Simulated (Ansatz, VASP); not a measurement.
# One calculation of GaAs, two programs

```
CELL_PARAMETERS angstrom
0.00000 2.96819 2.75618
2.96819 0.00000 2.75618
2.96819 2.96819 0.00000
ATOMIC_POSITIONS crystal
Ga 0.00000 0.00000 0.00000
As 0.75000 0.75000 0.75000
```

Change from the starting cell: strain +0.050 along x and y, -0.025 along z, atoms carried along.

Alike in both runs: task single point; functional PBE; k mesh 10 × 10 × 10; occupations gaussian, width 0.05 eV; no spin polarisation.

|  | VASP | Ansatz |
| --- | --- | --- |
| version | VASP 6.6.1 | Ansatz 0.2.0 |
| potentials or method | VASP PAW PBE potentials, release 64 (Ga_d, As), cutoff 520 eV | scalar-relativistic, plane waves, PAW |
| valence electrons in the cell | 18 | 28 |

|  | VASP | Ansatz | Ansatz less VASP |
| --- | --- | --- | --- |
| gap on the k mesh at the Fermi level (eV) | 0.24 | 0.24 | 0.000 |
| least direct gap on the mesh (eV) | 0.28 | 0.28 | +0.002 |
| pressure (GPa) | -1.3 | -1.4 | -0.14 |
| traceless stress, the component that is largest in VASP (GPa) | 2.43 | 2.44 | +0.007 |

The functional is the same, so the differences come from potentials, cutoffs and numerics. VASP's potentials hold 18 valence electrons a cell and Ansatz's 28, so a difference there can come from the potentials and not from the codes.
